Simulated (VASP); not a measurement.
Crystal: SrTe (rocksalt type).

```
Sr Te
1.0
     0.00000    3.21951    3.21951
     3.21951    0.00000    3.21951
     3.21951    3.21951    0.00000
Sr Te
1 1
Direct
  0.00000 0.00000 0.00000
  0.50000 0.50000 0.50000
```

| Item | Value |
| --- | --- |
| Program | VASP 6.6.1 |
| Task | relaxation of cell and atoms |
| Functional | PBE |
| Potentials or basis | VASP PAW PBE potentials, release 64 (Sr_sv, Te) |
| Cutoff | 500 eV |
| k mesh | 11 × 11 × 11 |
| Occupations | fermi-dirac, width 0.03 eV |
| Spin | no spin polarisation |

At the start: pressure 5.5 GPa; volume 33.37 Å³/atom.

Problem. Where does the relaxation end?

Solution. Over 5 steps the energy falls by 71.3 meV/atom and the volume is 37.99 Å³/atom (+13.8 %); space group Fm-3m (No. 225, to 0.1 Å) before and after.

The path:
```tsv
step	energy change (eV)	largest force (eV/Å)	pressure (GPa)	volume (Å³)
1	0.0000	0.0000	5.53	66.74
2	-0.1345	0.0000	-0.99	78.50
3	-0.1425	0.0000	0.03	75.92
4	-0.1425	0.0000	-0.06	76.11
5	-0.1425	0.0000	0.01	75.97
```

Final structure:
```xyz
2
Lattice="0.0000 3.3616 3.3616 3.3616 0.0000 3.3616 3.3616 3.3616 0.0000" Properties=species:S:1:pos:R:3 pbc="T T T"
Sr    0.0000    0.0000    0.0000
Te    3.3616    3.3616    3.3616
```
